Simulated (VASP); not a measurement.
A run of VASP 6.6.1:

File INCAR:

```
SYSTEM = CdS
ALGO = Normal
EDIFF = 1E-6
ENCUT = 540
GGA = PS
GGA_COMPAT = .False.
ISIF = 2
ISMEAR = -1
LASPH = .True.
LCHARG = .False.
LREAL = .False.
LWAVE = .False.
NBANDS = 20
NELM = 120
PREC = Accurate
SIGMA = 0.05
```

The input KPOINTS:

```
k-points
0
Gamma
  8 8 8
  0 0 0
```

Contents of POSCAR:

```
CdS
1.0
    0.0000000000      2.6970395763      2.6970395763
    2.6970395763      0.0000000000      2.6970395763
    2.6970395763      2.6970395763      0.0000000000
Cd S
1 1
Direct
    0.0000000000      0.0000000000      0.0000000000
    0.5000000000      0.5000000000      0.5000000000
```

Potentials or basis: VASP PAW PBE potentials, release 64 (Cd_sv_GW, S).

The run is started by

```bash
$ cat potpaw_PBE.64/Cd_sv_GW/POTCAR potpaw_PBE.64/S/POTCAR > POTCAR
$ mpirun -np 1 vasp_std > vasp.out
```

Hardware: 1 thread of AMD EPYC 7R13 Processor (Zen 3) (shared host).

Estimate the wall time of this run.

Wall time 37 s on 1 thread of AMD EPYC 7R13 Processor (Zen 3) (shared host), peak memory 0.16 GiB. Counts: scf iterations 12, k points 29.
